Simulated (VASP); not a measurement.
## BN: single point with PBE

The system is BN.

```xyz
2
Lattice="0.0000 1.8075 1.8075 1.8075 0.0000 1.8075 1.8075 1.8075 0.0000" Properties=species:S:1:pos:R:3 pbc="T T T"
B     0.0000    0.0000    0.0000
N     2.7113    2.7113    2.7113
```

- Program: VASP 6.6.1
- Task: single point
- Functional: PBE
- Potentials or basis: VASP PAW PBE potentials, release 64 (B, N)
- Cutoff: 520 eV
- k mesh: 11 × 11 × 11
- Occupations: fermi-dirac, width 0.02 eV
- Spin: no spin polarisation

| Quantity | Value |
| --- | --- |
| Pressure | 3.3 GPa |
| Band gap on the k mesh | 4.56 eV, indirect (least direct gap 8.82 eV) |

Levels at points of the mesh, in eV from the valence-band top:
| k point | band 1 | band 2 | band 3 | band 4 | band 5 | band 6 | band 7 | band 8 | band 9 |
| --- | --- | --- | --- | --- | --- | --- | --- | --- | --- |
| (0.00, 0.00, 0.00) | -20.23 | 0.00 | 0.00 | 0.00 | 8.82 | 8.82 | 8.82 | 10.35 | 24.75 |

Run time: 4.5 s on 1 thread of Intel(R) Xeon(R) Platinum 8488C (Sapphire Rapids), on a shared host, peak memory 0.11 GiB.

A k mesh can miss the band edges.
